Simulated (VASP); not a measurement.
The system is KI.

```
K I
1.0
     0.00000    3.33340    3.33340
     3.33340    0.00000    3.33340
     3.33340    3.33340    0.00000
K I
1 1
Direct
  0.00000 0.00000 0.00000
  0.50000 0.50000 0.50000
```

This cell differs from its parent crystal: strain -6.0%.

Base run:

* Program: VASP 6.6.1
* Functional: r2SCAN
* Potentials or basis: VASP PAW PBE potentials, release 64 (K_sv, I)
* Cutoff: 520 eV
* k mesh: 6 × 6 × 6
* Occupations: gaussian, width 0.01 eV
* Spin: no spin polarisation

Its results: band gap on the k mesh 5.01 eV, indirect (least direct gap 5.12 eV); pressure 3.7 GPa.

The run is repeated on the same cell with these changes: functional from r2SCAN to PBE; occupations from gaussian, width 0.01 eV to fermi-dirac, width 0.02 eV. What comes out?

Band gap on the k mesh 4.42 eV, direct; pressure 4.1 GPa.

Caveats: spin-orbit coupling is left out, which moves the levels of the heavy elements; the PAW data sets were made with another functional, which shifts forces and pressure a little (some runs).

A k mesh can miss the band edges.
